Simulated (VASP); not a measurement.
Here is a VASP 6.6.1 calculation.

File INCAR:

```
ALGO = Normal ; EDIFF = 1E-6
ENCUT = 520 ; GGA = PE
ISIF = 2 ; ISMEAR = -1
LASPH = True ; LCHARG = False
LREAL = False ; LWAVE = False
NBANDS = 15 ; NELM = 60
PREC = Accurate ; SIGMA = 0.05
```

The input KPOINTS:

```
k-points
0
Gamma
  9 9 9
```

The input POSCAR:

```
SrO
1.0
    0.0000000000      2.5139118308      2.5139118308
    2.5139118308      0.0000000000      2.5139118308
    2.5139118308      2.5139118308      0.0000000000
Sr O
1 1
Direct
    0.5000000000      0.5000000000      0.5000000000
    0.0000000000      0.0000000000      0.0000000000
```

Potentials or basis: VASP PAW PBE potentials, release 64 (Sr_sv, O).

Run with:

```console
$ cat potpaw_PBE.64/Sr_sv/POTCAR potpaw_PBE.64/O/POTCAR > POTCAR
$ mpirun -np 1 vasp_std > vasp.out
```

Task: Predict the pressure.

Result: 11.1 GPa.

Task: Predict the band gap on the k mesh.

Result: 3.28 eV, indirect (least direct gap 3.32 eV).

 A k mesh can miss the band edges.
